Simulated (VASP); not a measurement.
# HfB2 (P6/mmm) in VASP: notebook

The runs below take HfB2 through relaxation of shape and atoms at fixed volume, with PBEsol.

All numbers are computed with VASP 6.6.1; they aren't measurements. Logs are shortened: lines on timing, memory, paths and dates and some standing lists are left out, and cuts for length are marked.

### 1 The cell of the first run

The structure is hexagonal, space group P6/mmm (No. 191). The conventional cell has a = 3.159 Å, b = 3.159 Å, c = 3.480 Å, α = 90.00°, β = 90.00°, γ = 120.00°. Hf (site symmetry 6/mmm) has 12 B at 2.52 Å and 6 Hf at 3.16 Å within 3.3 Å. B (site symmetry -6m2) has 3 B at 1.82 Å within 2.4 Å.

### 2 Relaxation of shape and atoms at fixed volume, PBEsol (10.02 Å³/atom)

Input file INCAR:

```
PREC     = Accurate       # precision mode
ENCUT    = 600            # plane-wave cutoff, eV
EDIFF    = 1E-6           # SCF threshold, eV
ISMEAR   = 0              # smearing method
SIGMA    = 0.1            # smearing width, eV
LREAL    = False          # projectors in reciprocal space
LASPH    = True           # aspherical terms in the spheres
NELM     = 80             # most SCF steps
ALGO     = Normal         # electronic algorithm
ISIF     = 4              # what is computed and relaxed
LWAVE    = False          # write WAVECAR
LCHARG   = False          # write CHGCAR
GGA      = PS             # functional
IBRION   = 2              # ionic algorithm
NSW      = 50             # ionic steps
EDIFFG   = -0.01          # ionic threshold
```

Input file KPOINTS:

```
regular mesh
0
Gamma
  18 18 12
```

Input file POSCAR:

```
HfB2
1.0
    3.1586926755      0.0000000000      0.0000000000
   -1.5793463378      2.7355080998      0.0000000000
    0.0000000000      0.0000000000      3.4804610668
Hf B
1 2
Direct
    0.0000000000      0.0000000000      0.0000000000
    0.3333333333      0.6666666667      0.5000000000
    0.6666666667      0.3333333333      0.5000000000
```

Potentials or basis: VASP PAW PBE potentials, release 64 (Hf_pv, B).

Started as:

```sh
$ cat potpaw_PBE.64/Hf_pv/POTCAR potpaw_PBE.64/B/POTCAR > POTCAR
$ mpirun -np 1 vasp_std > vasp.out
```

OUTCAR:

```text
PREC = Accurate
   ENCUT = 600
   EDIFF = 1E-6
   ISMEAR = 0
   LREAL = False
   LASPH = True
   NELM = 80
   ISIF = 4
   GGA = PS
   IBRION = 2
   NSW = 50
   EDIFFG = -0.01

 ion  position               nearest neighbor table
   1  0.000  0.000  0.000-   2 2.52   3 2.52   2 2.52   3 2.52   3 2.52   3 2.52   2 2.52   2 2.52
                             3 2.52   3 2.52   2 2.52   2 2.52
   2  0.333  0.667  0.500-   3 1.82   3 1.82   3 1.82   1 2.52   1 2.52   1 2.52   1 2.52   1 2.52
                             1 2.52
   3  0.667  0.333  0.500-   2 1.82   2 1.82   2 1.82   1 2.52   1 2.52   1 2.52   1 2.52   1 2.52
                             1 2.52

  LATTYP: Found a hexagonal cell.
 ALAT       =     3.1586926755
 C/A-ratio  =     1.1018675840

  Lattice vectors:

 A1 = (   3.1586926755,   0.0000000000,   0.0000000000)
 A2 = (  -1.5793463378,   2.7355080998,   0.0000000000)
 A3 = (   0.0000000000,   0.0000000000,   3.4804610668)

Analysis of symmetry for initial positions (statically):
=====================================================================
 Subroutine PRICEL returns:
 Original cell was already a primitive cell.

 Routine SETGRP: Setting up the symmetry group for a
 hexagonal supercell.

 Subroutine GETGRP returns: Found 24 space group operations
 (whereof 24 operations were pure point group operations)
 out of a pool of 24 trial point group operations.

The static configuration has the point symmetry D_6h.

Analysis of symmetry for dynamics (positions and initial velocities):
=====================================================================
 Subroutine PRICEL returns:
 Original cell was already a primitive cell.

 Routine SETGRP: Setting up the symmetry group for a
 hexagonal supercell.

 Subroutine GETGRP returns: Found 24 space group operations
 (whereof 24 operations were pure point group operations)
 out of a pool of 24 trial point group operations.

The dynamic configuration has the point symmetry D_6h.

 Subroutine INISYM returns: Found 24 space group operations
 (whereof 24 operations are pure point group operations),
 and found     1 'primitive' translations

----------------------------------------------------------------------------------------

                                     Primitive cell

  volume of cell :      30.0734

[... 154 lines left out ...]
  energy-cutoff  :      600.00
  volume of cell :       30.07
      direct lattice vectors                 reciprocal lattice vectors
     3.158692676  0.000000000  0.000000000     0.316586671  0.182781400  0.000000000
    -1.579346338  2.735508100  0.000000000     0.000000000  0.365562800  0.000000000
     0.000000000  0.000000000  3.480461067     0.000000000  0.000000000  0.287318255

 POSITION                                       TOTAL-FORCE (eV/Angst)
 -----------------------------------------------------------------------------------
      0.00000      0.00000      0.00000         0.000000      0.000000     -0.000000
     -0.00000      1.82367      1.74023         0.000000     -0.000000      0.000000
      1.57935      0.91184      1.74023        -0.000000      0.000000     -0.000000
 -----------------------------------------------------------------------------------
    total drift:                               -0.000000      0.000000      0.000000

  FREE ENERGIE OF THE ION-ELECTRON SYSTEM (eV)
  ---------------------------------------------------
  free  energy   TOTEN  =       -27.8473379757 eV

  energy  without entropy=      -27.8461905103  energy(sigma->0) =      -27.84676424

--------------------------------------- Ionic step        2  -------------------------------------------

 number of electron      15.9999999 magnetization

 Free energy of the ion-electron system (eV)
  ---------------------------------------------------
  ext. energy  EPLUGINS =         0.00000000
  ---------------------------------------------------
  free energy    TOTEN  =       -27.84756090 eV

  energy without entropy =      -27.84640691  energy(sigma->0) =      -27.84698391

 E-fermi :   7.5188     XC(G=0): -12.6257

 val. band max:        7.4762872221   @ k =   0.1111  -0.0000   0.4167
 cond. band min:       7.5627864126   @ k =   0.3889   0.2222   0.0000
 fundamental gap:      0.0864991905
 Fermi energy:         7.5188420027

 k-point     1 :       0.0000    0.0000    0.0000
  band No.  band energies     occupation
      1     -23.1512      2.00000
      2     -22.6639      2.00000
      3     -22.6639      2.00000
      4      -6.1972      2.00000
      5       4.4587      2.00000
      6       4.5766      2.00000
      7       4.5766      2.00000
      8       4.7249      2.00000
      9      11.3889      0.00000
     10      11.3889      0.00000
     11      12.0774      0.00000
     12      12.0774      0.00000
[... 331 lines left out ...]
 k-point    24 :       0.3889    0.1111    0.0000
  band No.  band energies     occupation
      1     -23.3501      2.00000
      2     -23.0240      2.00000
      3     -22.8839      2.00000
      4      -2.5621      2.00000
      5      -0.8875      2.00000
      6       2.7693      2.00000
      7       3.5685      2.00000
      8       5.9235      2.00000
      9       7.8717      0.00000
     10      11.0086      0.00000
     11      12.2751      0.00000
     12      13.0866      0.00000

 [... further k-points ...]
[... 5 lines left out ...]
  --------------------------------------------------------------------------------------
  -------------------------------------------------------------------------------------
  Total       -1.3959344     -1.3959344     -1.4051859      0.0000000      0.0000000     -0.0000000
  in kB      -74.3692579    -74.3692579    -74.8621370      0.0000000      0.0000000     -0.0000000
  external PRESSURE =     -74.5335509 kB  Pullay stress =       0.0000000 kB

 VOLUME and BASIS-vectors are now :
 -----------------------------------------------------------------------------
  energy-cutoff  :      600.00
  volume of cell :       30.07
      direct lattice vectors                 reciprocal lattice vectors
     3.155162615  0.000000000  0.000000000     0.316940875  0.182985899  0.000000000
    -1.577581308  2.732450978  0.000000000    -0.000000000  0.365971799 -0.000000000
    -0.000000000  0.000000000  3.488253445     0.000000000 -0.000000000  0.286676417

 POSITION                                       TOTAL-FORCE (eV/Angst)
 -----------------------------------------------------------------------------------
     -0.00000      0.00000      3.48825        -0.000000      0.000000      0.000000
     -0.00000      1.82163      1.74413        -0.000000      0.000000      0.000000
      1.57758      0.91082      1.74413         0.000000     -0.000000     -0.000000
 -----------------------------------------------------------------------------------
    total drift:                               -0.000000      0.000000      0.000000

  FREE ENERGIE OF THE ION-ELECTRON SYSTEM (eV)
  ---------------------------------------------------
  free  energy   TOTEN  =       -27.8475609004 eV

  energy  without entropy=      -27.8464069103  energy(sigma->0) =      -27.84698391

 reached required accuracy - stopping structural energy minimisation
```

OSZICAR:

```text
N       E                     dE             d eps       ncg     rms          rms(c)
DAV:   1     0.318928513452E+02    0.31893E+02   -0.91519E+03  6216   0.142E+03
DAV:   2    -0.280671694278E+02   -0.59960E+02   -0.55904E+02  7588   0.257E+02
DAV:   3    -0.300045431869E+02   -0.19374E+01   -0.19078E+01  8172   0.348E+01
DAV:   4    -0.300206940665E+02   -0.16151E-01   -0.16128E-01  7508   0.345E+00
[... 11 lines left out ...]
DAV:   1    -0.278478543789E+02   -0.51656E-03   -0.24811E-02  6636   0.138E+00    0.185E-01
DAV:   2    -0.278476508012E+02    0.20358E-03   -0.33110E-04  7720   0.162E-01    0.765E-02
DAV:   3    -0.278475660975E+02    0.84704E-04   -0.84340E-05  7652   0.733E-02    0.229E-02
DAV:   4    -0.278475609841E+02    0.51134E-05   -0.10254E-05  8392   0.261E-02    0.147E-02
DAV:   5    -0.278475609004E+02    0.83740E-07   -0.39688E-07  4048   0.513E-03
   2 F= -.27847561E+02 E0= -.27846984E+02  d E =-.222925E-03
```

CONTCAR:

```text
HfB2
   1.00000000000000
     3.1551626152865149    0.0000000000013739    0.0000000000000000
    -1.5775813076920118    2.7324509779741772    0.0000000000000000
    -0.0000000000000000    0.0000000000000000    3.4882534449993190
  Hf              B
     1     2
Direct
     0.0000000000000000    0.0000000000000000    1.0000000000000000
     0.3333333332999970    0.6666666667000030    0.5000000000000000
     0.6666666667000030    0.3333333332999970    0.5000000000000000

  0.00000000E+00  0.00000000E+00  0.00000000E+00
  0.00000000E+00  0.00000000E+00  0.00000000E+00
  0.00000000E+00  0.00000000E+00  0.00000000E+00
```

Wall time 3.7 min (1 thread of Intel Xeon Platinum 8259CL at 2.50GHz (Skylake/Cascade Lake), shared host); peak memory 0.26 GiB.

Results:

```
Free energy               : -27.8476 eV
Energy gained by relaxing : 0.1 meV/atom
Ionic steps               : 2
Pressure after relaxing   : -7.5 GPa
Band gap on the k mesh    : zero (bands 8 and 9 overlap by 1.27 eV)
```

The path:
```
step  energy change (eV)  largest force (eV/Å)  pressure (GPa)  volume (Å³)
   1              0.0000                0.0000           -7.51        30.07
   2             -0.0002                0.0000           -7.45        30.07
```

Final structure:
```yaml
crystal:
  lattice:
    - [3.15516, 0.00000, 0.00000]
    - [-1.57758, 2.73245, 0.00000]
    - [0.00000, 0.00000, 3.48825]
  atoms:
    - { symbol: Hf, position: [0.00000, 0.00000, 0.00000] }
    - { symbol: B, position: [0.33333, 0.66667, 0.50000] }
    - { symbol: B, position: [0.66667, 0.33333, 0.50000] }
```

Levels at points of the mesh, in eV from the Fermi level:
| k point | band 4 | band 5 | band 6 | band 7 | band 8 | band 9 | band 10 | band 11 | band 12 |
| --- | --- | --- | --- | --- | --- | --- | --- | --- | --- |
| (0.00, 0.00, 0.00) | -13.72 | -3.06 | -2.94 | -2.94 | -2.79 | 3.87 | 3.87 | 4.56 | 4.56 |
| (0.50, 0.00, 0.00) | -9.77 | -9.05 | -4.13 | -3.46 | -2.92 | 2.06 | 2.60 | 5.43 | 5.55 |
| (0.00, 0.00, 0.50) | -11.32 | -8.39 | -1.23 | -1.23 | 0.20 | 0.20 | 0.90 | 0.90 | 2.15 |
| (0.50, 0.00, 0.50) | -10.31 | -7.51 | -4.99 | -4.74 | -2.73 | 3.88 | 4.02 | 6.08 | 7.06 |

Caveat: the PAW data sets were made with another functional, which shifts forces and pressure a little; spin-orbit coupling is left out, which moves the levels of the heavy elements.

### 3 Relaxation of shape and atoms at fixed volume, PBEsol (10.32 Å³/atom)

This run uses another cell than the first one, of 10.32 Å³/atom.

Input file INCAR:

```
SYSTEM = HfB2
  ALGO = Normal
  EDIFF = 1E-6
  EDIFFG = -0.01
  ENCUT = 600
  GGA = PS
  IBRION = 2
  ISIF = 4
  ISMEAR = 0
  LASPH = .TRUE.
  LCHARG = .FALSE.
  LREAL = .FALSE.
  LWAVE = .FALSE.
  NELM = 60
  NSW = 50
  PREC = Accurate
  SIGMA = 0.1
```

Input file KPOINTS:

```
k-points
0
G
  18 18 12
  0 0 0
```

Input file POSCAR:

```
HfB2
1.0
    3.1863846866      0.0000000000      0.0000000000
   -1.5931923433      2.7594900848      0.0000000000
    0.0000000000      0.0000000000      3.5198467466
Hf B
1 2
Direct
    0.0000000000      0.0000000000      0.0000000000
    0.3333333333      0.6666666667      0.5000000000
    0.6666666667      0.3333333333      0.5000000000
```

Potentials or basis: VASP PAW PBE potentials, release 64 (Hf_pv, B).

Started as:

```sh
$ cat potpaw_PBE.64/Hf_pv/POTCAR potpaw_PBE.64/B/POTCAR > POTCAR
$ mpirun -np 1 vasp_std > vasp.out
```

It took 3.2 min on 1 thread of Intel Xeon Platinum 8259CL at 2.50GHz (Skylake/Cascade Lake), shared host; peak memory 0.26 GiB.

The run converged. Its results:

```
Free energy               : -27.7894 eV
Energy gained by relaxing : 0.1 meV/atom
Ionic steps               : 2
Pressure after relaxing   : -13.8 GPa
Band gap on the k mesh    : zero (bands 8 and 9 overlap by 1.27 eV)
```

Step by step:
```tsv
step	energy change (eV)	largest force (eV/Å)	pressure (GPa)	volume (Å³)
1	0.0000	0.0000	-13.87	30.95
2	-0.0002	0.0000	-13.82	30.95
```

Final structure:
```xyz
3
Lattice="3.1830 0.0000 0.0000 -1.5915 2.7566 0.0000 0.0000 0.0000 3.5273" Properties=species:S:1:pos:R:3 pbc="T T T"
Hf    3.1830    0.0000    3.5273
B     0.0000    1.8377    1.7637
B     1.5915    0.9189    1.7637
```

Levels at points of the mesh, in eV from the Fermi level:
```
           k point  band 5  band 6  band 7  band 8  band 9  band 10  band 11  band 12
(0.00, 0.00, 0.00)   -3.00   -2.87   -2.87   -2.82    3.73     3.73     4.39     4.39
(0.50, 0.00, 0.00)   -9.02   -4.05   -3.42   -2.84    1.99     2.51     5.21     5.37
(0.00, 0.00, 0.50)   -8.28   -1.21   -1.21    0.22    0.22     0.88     0.88     2.04
(0.50, 0.00, 0.50)   -7.47   -4.88   -4.64   -2.77    3.73     3.83     5.87     6.75
```

Caveat: the PAW data sets were made with another functional, which shifts forces and pressure a little; spin-orbit coupling is left out, which moves the levels of the heavy elements.

The gap in the log of VASP goes by the Fermi energy; the results here count the filled bands.